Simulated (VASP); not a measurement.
# Rh (Fm-3m) in VASP: further runs

Rh is run at these levels: PBE; tasks: single point.

All numbers are computed with VASP 6.6.1; they aren't measurements. Logs are shortened: lines on timing, memory, paths and dates and some standing lists are left out, and cuts for length are marked.

### 1 The cell of the first run

It takes space group Fm-3m (No. 225, cubic). The conventional cell has a = 3.718 Å, b = 3.718 Å, c = 3.718 Å, α = 90.00°, β = 90.00°, γ = 90.00°. Rh (site symmetry m-3m) has 12 Rh at 2.63 Å within 3.5 Å.

### 2 Single point, PBE

INCAR reads:

```
SYSTEM = Rh
PREC     = Accurate       ! precision mode
ENCUT    = 520            ! plane-wave cutoff, eV
EDIFF    = 1E-6           ! SCF threshold, eV
ISMEAR   = 1              ! smearing method
SIGMA    = 0.3            ! smearing width, eV
LREAL    = .False.        ! projectors in reciprocal space
LASPH    = .True.         ! aspherical terms in the spheres
NELM     = 100            ! most SCF steps
ALGO     = Normal         ! electronic algorithm
ISIF     = 2              ! what is computed and relaxed
LWAVE    = .False.        ! write WAVECAR
LCHARG   = .False.        ! write CHGCAR
GGA      = PE             ! functional
NBANDS   = 14             ! bands
```

KPOINTS reads:

```
regular mesh
0
Gamma
  12 12 12
  0 0 0
```

POSCAR reads:

```
Rh
1.0
    0.0000000000      1.8591074964      1.8591074964
    1.8591074964      0.0000000000      1.8591074964
    1.8591074964      1.8591074964      0.0000000000
Rh
1
Direct
    0.0000000000      0.0000000000      0.0000000000
```

Potentials or basis: VASP PAW PBE potentials, release 64 (Rh_pv).

The run is started by

```
$ cat potpaw_PBE.64/Rh_pv/POTCAR > POTCAR
$ mpirun -np 1 vasp_std > vasp.out
```

OUTCAR:

```text
SYSTEM = Rh
   PREC = Accurate
   ENCUT = 520
   EDIFF = 1E-6
   ISMEAR = 1
   LREAL = .False.
   LASPH = .True.
   NELM = 100
   ISIF = 2
   GGA = PE

 ion  position               nearest neighbor table
   1  0.000  0.000  0.000-

  LATTYP: Found a face centered cubic cell.
 ALAT       =     3.7182149928

  Lattice vectors:

 A1 = (   0.0000000000,   1.8591074964,   1.8591074964)
 A2 = (   1.8591074964,   0.0000000000,   1.8591074964)
 A3 = (   1.8591074964,   1.8591074964,   0.0000000000)

Analysis of symmetry for initial positions (statically):
=====================================================================
 Subroutine PRICEL returns:
 Original cell was already a primitive cell.

 Routine SETGRP: Setting up the symmetry group for a
 face centered cubic supercell.

 Subroutine GETGRP returns: Found 48 space group operations
 (whereof 48 operations were pure point group operations)
 out of a pool of 48 trial point group operations.

The static configuration has the point symmetry O_h .

Analysis of symmetry for dynamics (positions and initial velocities):
=====================================================================
 Subroutine PRICEL returns:
 Original cell was already a primitive cell.

 Routine SETGRP: Setting up the symmetry group for a
 face centered cubic supercell.

 Subroutine GETGRP returns: Found 48 space group operations
 (whereof 48 operations were pure point group operations)
 out of a pool of 48 trial point group operations.

The dynamic configuration has the point symmetry O_h .

 Subroutine INISYM returns: Found 48 space group operations
 (whereof 48 operations are pure point group operations),
 and found     1 'primitive' translations

----------------------------------------------------------------------------------------

                                     Primitive cell

  volume of cell :      12.8512

  direct lattice vectors                    reciprocal lattice vectors
     0.000000000  1.859107496  1.859107496    -0.268946256  0.268946256  0.268946256
     1.859107496  0.000000000  1.859107496     0.268946256 -0.268946256  0.268946256
     1.859107496  1.859107496  0.000000000     0.268946256  0.268946256 -0.268946256

  length of vectors
     2.629175035  2.629175035  2.629175035     0.465828579  0.465828579  0.465828579

  position of ions in fractional coordinates (direct lattice)
     0.000000000  0.000000000  0.000000000

  ion indices of the primitive-cell ions
   primitive index   ion index
                 1           1

----------------------------------------------------------------------------------------

 KPOINTS: regular mesh

Automatic generation of k-mesh.
 Grid dimensions read from file:
 generate k-points for:   12   12   12

 Generating k-lattice:

  Cartesian coordinates                     Fractional coordinates (reciprocal lattice)
    -0.022412188  0.022412188  0.022412188     0.083333333  0.000000000  0.000000000
     0.022412188 -0.022412188  0.022412188     0.000000000  0.083333333  0.000000000
     0.022412188  0.022412188 -0.022412188     0.000000000  0.000000000  0.083333333

  Length of vectors
     0.038819048  0.038819048  0.038819048

  Shift w.r.t. Gamma in fractional coordinates (k-lattice)
     0.000000000  0.000000000  0.000000000

 Subroutine IBZKPT returns following result:
 ===========================================

 Found     72 irreducible k-points:

 Following reciprocal coordinates:
            Coordinates               Weight
  0.000000  0.000000  0.000000      1.000000
  0.083333  0.000000  0.000000      8.000000
  0.166667  0.000000  0.000000      8.000000
  0.250000  0.000000  0.000000      8.000000
  0.333333  0.000000  0.000000      8.000000
  0.416667  0.000000  0.000000      8.000000
[... 16 lines left out ...]
  0.500000  0.166667  0.000000     24.000000
 -0.416667  0.166667  0.000000     24.000000
 [... further k-points ...]
   k-points           NKPTS =     72   k-points in BZ     NKDIM =     72   number of bands    NBANDS=     14
   number of dos      NEDOS =    301   number of ions     NIONS =      1
   total plane-waves  NPLWV =   8000
   dimension x,y,z NGX =    20 NGY =   20 NGZ =   20
   dimension x,y,z NGXF=    40 NGYF=   40 NGZF=   40
   ions per type =               1
   NGX,Y,Z   is equivalent  to a cutoff of  12.65, 12.65, 12.65 a.u.
   NGXF,Y,Z  is equivalent  to a cutoff of  25.29, 25.29, 25.29 a.u.
 SYSTEM =  Rh
   PREC   = accura    normal or accurate (medium, high low for compatibility)
   ISTART =      0    job   : 0-new  1-cont  2-samecut
   ICHARG =      2    charge: 1-file 2-atom 10-const
   ISPIN  =      1    spin polarized calculation?
   LNONCOLLINEAR =      F non collinear calculations
   LSORBIT =      F    spin-orbit coupling
   LASPH  =      T    aspherical Exc in radial PAW
   ENCUT  =  520.0 eV  38.22 Ry    6.18 a.u.   4.89  4.89  4.89*2*pi/ulx,y,z
   NELM   =    100;   NELMIN=  2; NELMDL= -5     # of ELM steps
   EDIFF  = 0.1E-05   stopping-criterion for ELM
   LREAL  =      F    real-space projection
   EDIFFG = 0.1E-04   stopping-criterion for IOM
   NSW    =      0    number of steps for IOM
   IBRION =     -1    ionic relax: 0-MD 1-quasi-New 2-CG
   NFREE  =      0    steps in history (QN), initial steepest desc. (CG)
   ISIF   =      2    stress and relaxation
   ISYM   =      2    0-nonsym 1-usesym 2-fastsym
   POTIM  = 0.5000    time-step for ionic-motion
   TEBEG  =    0.0;   TEEND  =   0.0 temperature during run
   PSTRESS=    0.0 pullay stress
   NELECT =      15.0000    total number of electrons
   NUPDOWN=      -1.0000    fix difference up-down
   EMIN   =  10.00;   EMAX   =-10.00  energy-range for DOS
   EFERMI =   0.00;   METHOD = LEGACY
   ISMEAR =     1;   SIGMA  =   0.30  broadening in eV -4-tet -1-fermi 0-gaus
   EFERMI_NEDOS =   21; number of points for ismear=-14 and -15
   IALGO  =     38    algorithm
   IMIX   =      4    mixing-type and parameters
     AMIX     =   0.40;   BMIX     =  1.00
     AMIX_MAG =   1.60;   BMIX_MAG =  1.00
  volume/ion in A,a.u.               =      12.85        86.72
  Fermi-wavevector in a.u.,A,eV,Ry     =   1.723683  3.257289 40.424043  2.971083
  Thomas-Fermi vector in A             =   2.799514
   LORBIT       =      0    0 simple, 1 ext, 2 COOP (PROOUT), +10 PAW based schemes
   GGA     = PE    functional components
   LHFCALC =     F    Hartree Fock is set to
   AEXX    =    0.0000 exact exchange contribution
   IVDW    =     0    specifies the selected vdW correction
   LEPSILON=     F    determine dielectric tensor
   LRPA    =     F    only Hartree local field effects (RPA)
 non-spin polarized calculation
 Methfessel and Paxton  Order N= 1 SIGMA  =   0.30
  energy-cutoff  :      520.00
  volume of cell :       12.85
 maximum number of plane-waves:       360
   NGX =  9   NGY =  9   NGZ =  9

 number of electron      14.9999994 magnetization

 Free energy of the ion-electron system (eV)
  ---------------------------------------------------
  ext. energy  EPLUGINS =         0.00000000
  ---------------------------------------------------
  free energy    TOTEN  =        -7.16061908 eV

  energy without entropy =       -7.16974048  energy(sigma->0) =       -7.16365955

 E-fermi :  13.1817     XC(G=0): -14.4754

 val. band max:       13.1035300316   @ k =  -0.3333   0.3333   0.0000
 cond. band min:      13.2353724709   @ k =   0.3333   0.1667   0.0000
 fundamental gap:      0.1318424393
 Fermi energy:        13.1817493224

 k-point     1 :       0.0000    0.0000    0.0000
  band No.  band energies     occupation
      1     -33.3336      2.00000
      2     -33.3336      2.00000
      3     -33.3336      2.00000
      4       4.7243      2.00000
      5       9.7574      2.00000
      6       9.7574      2.00000
      7       9.7574      2.00000
      8      12.0753      2.00000
      9      12.0753      2.00000
     10      29.1131      0.00000
     11      33.4732      0.00000
     12      34.9638      0.00000
     13      34.9638      0.00000
     14      34.9638      0.00000

 k-point     2 :       0.0833    0.0000    0.0000
  band No.  band energies     occupation
      1     -33.3979      2.00000
      2     -33.3421      2.00000
      3     -33.3421      2.00000
      4       5.0198      2.00000
      5       9.6245      2.00000
      6       9.8737      2.00000
      7       9.8737      2.00000
      8      12.0097      2.00000
      9      12.0097      2.00000
     10      29.5630      0.00000
     11      33.4609      0.00000
     12      33.5705      0.00000
     13      35.4187      0.00000
     14      35.4187      0.00000

 k-point     3 :       0.1667    0.0000    0.0000
  band No.  band energies     occupation
      1     -33.5715      2.00000
      2     -33.3653      2.00000
      3     -33.3653      2.00000
      4       5.7944      2.00000
      5       9.3956      2.00000
      6      10.1090      2.00000
      7      10.1090      2.00000
      8      11.9514      2.00000
      9      11.9514      2.00000
     10      30.5862      0.00000
     11      31.1636      0.00000
     12      33.4744      0.00000
     13      36.6914      0.00000
     14      36.6914      0.00000

 k-point     4 :       0.2500    0.0000    0.0000
  band No.  band energies     occupation
      1     -33.8042      2.00000
      2     -33.3969      2.00000
      3     -33.3969      2.00000
      4       6.5565      2.00000
      5       9.6589      2.00000
      6      10.1517      2.00000
      7      10.1517      2.00000
      8      12.2461      2.00009
      9      12.2461      2.00009
     10      28.7448      0.00000
     11      31.0198      0.00000
     12      33.4739      0.00000
     13      38.4379      0.00000
     14      38.4379      0.00000

 k-point     5 :       0.3333    0.0000    0.0000
  band No.  band energies     occupation
      1     -34.0320      2.00000
      2     -33.4282      2.00000
      3     -33.4282      2.00000
      4       6.6989      2.00000
      5       9.9522      2.00000
      6       9.9522      2.00000
      7      11.0196      2.00000
      8      12.9083      2.02672
      9      12.9083      2.02672
     10      26.2299      0.00000
     11      30.0556      0.00000
[... 276 lines left out ...]
 k-point    22 :       0.4167    0.1667    0.0000
  band No.  band energies     occupation
      1     -34.0651      2.00000
      2     -33.5482      2.00000
      3     -33.5121      2.00000
      4       7.2544      2.00000
      5       9.0753      2.00000
      6       9.9554      2.00000
      7      10.7190      2.00000
      8      13.7516     -0.02181
      9      14.9300     -0.00000
     10      25.5937      0.00000
     11      30.6168      0.00000
     12      33.2433      0.00000
     13      33.4724      0.00000
     14      35.0670      0.00000

 k-point    23 :       0.5000    0.1667    0.0000
  band No.  band energies     occupation
      1     -34.1624      2.00000
      2     -33.5974      2.00000
      3     -33.5126      2.00000
      4       7.1916      2.00000
      5       8.9957      2.00000
      6      10.5063      2.00000
      7      10.6436      2.00000
      8      13.8807     -0.00479
      9      16.9632     -0.00000
     10      22.9794      0.00000
     11      29.8509      0.00000
     12      33.3672      0.00000
     13      33.4611      0.00000
     14      33.7236      0.00000

 k-point    24 :      -0.4167    0.1667    0.0000
  band No.  band energies     occupation
      1     -34.1704      2.00000
      2     -33.6279      2.00000
      3     -33.4936      2.00000
      4       7.2686      2.00000
      5       9.0100      2.00000
      6      10.4045      2.00000
      7      10.9059      2.00000
      8      13.4633     -0.03505
      9      17.5672     -0.00000
     10      22.5872      0.00000
     11      29.5821      0.00000
     12      32.6571      0.00000
     13      33.4781      0.00000
     14      34.5372      0.00000

 [... further k-points ...]

------------------------ aborting loop because EDIFF is reached ----------------------------------------

  FORCE on cell =-STRESS in cart. coord.  units (eV):
  Direction    XX          YY          ZZ          XY          YZ          ZX
  --------------------------------------------------------------------------------------
  -------------------------------------------------------------------------------------
  Total        2.2907783      2.2907783      2.2907783      0.0000000     -0.0000000     -0.0000000
  in kB      285.5947038    285.5947038    285.5947038      0.0000000     -0.0000000     -0.0000000
  external PRESSURE =     285.5947038 kB  Pullay stress =       0.0000000 kB

 VOLUME and BASIS-vectors are now :
 -----------------------------------------------------------------------------
  energy-cutoff  :      520.00
  volume of cell :       12.85
      direct lattice vectors                 reciprocal lattice vectors
     0.000000000  1.859107496  1.859107496    -0.268946256  0.268946256  0.268946256
     1.859107496  0.000000000  1.859107496     0.268946256 -0.268946256  0.268946256
     1.859107496  1.859107496  0.000000000     0.268946256  0.268946256 -0.268946256

 POSITION                                       TOTAL-FORCE (eV/Angst)
 -----------------------------------------------------------------------------------
      0.00000      0.00000      0.00000         0.000000      0.000000      0.000000
 -----------------------------------------------------------------------------------
    total drift:                                0.000000      0.000000      0.000000

  FREE ENERGIE OF THE ION-ELECTRON SYSTEM (eV)
  ---------------------------------------------------
  free  energy   TOTEN  =        -7.1606190783 eV

  energy  without entropy=       -7.1697404805  energy(sigma->0) =       -7.16365955
```

Wall time 16 s (1 thread of Intel Xeon 8259CL, shared host); peak memory 0.13 GiB.

Results:

```yaml
Free_energy: -7.1606 eV
Pressure: 28.6 GPa
```

[end of part 1 of 2]
